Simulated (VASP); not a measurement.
Runs of VASP 6.6.1 on In. The structure is that of space group P6/mmm (No. 191), or close to it. The cells are those of the table. This isn't the form of In at room conditions, which is tetragonal.

```tsv
cell	k mesh	gap on the mesh (eV)	pressure (GPa)
a = 5.237, b = 5.237, c = 3.254 Å, angles 90.0, 90.0, 120.0°, 3 atoms	8 × 8 × 11	none	5.2
a = 5.391, b = 5.391, c = 3.349 Å, angles 90.0, 90.0, 120.0°, 3 atoms	8 × 8 × 11	none	1.4
a = 5.315, b = 5.315, c = 3.302 Å, angles 90.0, 90.0, 120.0°, 3 atoms	8 × 8 × 11	none	3.0
a = 5.607, b = 5.607, c = 3.484 Å, angles 90.0, 90.0, 120.0°, 3 atoms	8 × 8 × 11	none	(a)
a = 5.465, b = 5.465, c = 3.395 Å, angles 90.0, 90.0, 120.0°, 3 atoms	7 × 7 × 10	none	-0.1
a = 5.537, b = 5.537, c = 3.440 Å, angles 90.0, 90.0, 120.0°, 3 atoms	8 × 8 × 11	none	-0.9
a = 5.465, b = 5.465, c = 3.395 Å, angles 90.0, 90.0, 120.0°, 3 atoms	8 × 8 × 11	none	(b)
```

Alike in all rows: task single point; level RPBE; potentials or basis VASP PAW PBE potentials, release 64 (In_d); no spin polarisation; cutoff (eV) 520; smearing fermi-dirac 0.1 eV.

**Question.** Fill in the values left out.

**Answer.** (a) -1.7; (b) 0.1.

Caveats: the PAW data sets were made with another functional, which shifts forces and pressure a little; spin-orbit coupling is left out, which moves the levels of the heavy elements; the cell stands under pressure (at least some runs).

A k mesh can miss the band edges, and the runs leave out spin-orbit coupling on In.

A gap of «none» marks levels without a gap at the run's occupations.
